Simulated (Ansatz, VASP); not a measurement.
**ScAl3 in VASP and in Ansatz**

Contents of INCAR:

```
SYSTEM = ScAl3
ALGO = Fast
EDIFF = 1E-7
EDIFFG = -0.04
ENCUT = 600
GGA = PE
IBRION = 2
ISIF = 3
ISMEAR = 0
LASPH = .True.
LCHARG = .False.
LREAL = .False.
LWAVE = .False.
NELM = 100
NSW = 90
PREC = Accurate
SIGMA = 0.1
```

KPOINTS

```
k-points
0
Gamma
  6 6 6
  0 0 0
```

POSCAR

```
ScAl3
1.0
   -1.5981996100      2.2601955600      4.5203911200
    1.5981996100     -2.2601955600      4.5203911200
    1.5981996100      2.2601955600     -4.5203911200
Sc Al
1 3
Direct
    0.0000000000      0.0000000000      0.0000000000
    0.5000000000      0.5000000000      0.0000000000
    0.7500000000      0.2500000000      0.5000000000
    0.2500000000      0.7500000000      0.5000000000
```

Input for Ansatz:

```yaml
crystal:
  lattice:
    - [-1.59819961, 2.26019556, 4.52039112]
    - [1.59819961, -2.26019556, 4.52039112]
    - [1.59819961, 2.26019556, -4.52039112]
  atoms:
    - { symbol: Sc, position: [0.0, 0.0, 0.0] }
    - { symbol: Al, position: [0.5, 0.5, 0.0] }
    - { symbol: Al, position: [0.75, 0.25, 0.5] }
    - { symbol: Al, position: [0.25, 0.75, 0.5] }
basis:
  ecutwfc: 420
kpoints:
  mp_grid: { grid: [6, 6, 6] }
hamiltonian:
  xc: pbe
scf:
  occupations: { method: gaussian, width: 0.1 }
  lower_state_search: "off"
output:
  forces: true
  stress: true
  eigenvalues: true
relax:
  adjacent_minimum: "off"
  f_tol: 0.04
  max_steps: 70
  cell: { stress_tol: 0.4 }
```

Alike in both runs: task relaxation of cell and atoms; functional PBE; k mesh 6 × 6 × 6; occupations gaussian, width 0.1 eV; no spin polarisation.

|  | VASP | Ansatz |
| --- | --- | --- |
| version | VASP 6.6.1 | Ansatz 0.2.0 |
| potentials or method | VASP PAW PBE potentials, release 64 (Sc_sv, Al), cutoff 600 eV | scalar-relativistic, plane waves, PAW |
| valence electrons in the cell | 20 | 20 |

|  | VASP | Ansatz | Ansatz less VASP |
| --- | --- | --- | --- |
| gap on the k mesh at the Fermi level, each at its own relaxed structure (eV) | none | none | - |
| relaxed volume (Å³/atom) | 17.85 | 17.82 | -0.023 |
| relaxed cell length with the largest relative difference (Å) | 5.222 | 5.220 | -0.0021 |

A gap of «none» marks a metal or a gap that the smearing closes.

The k mesh is coarse, so the values compare programs but aren't converged.
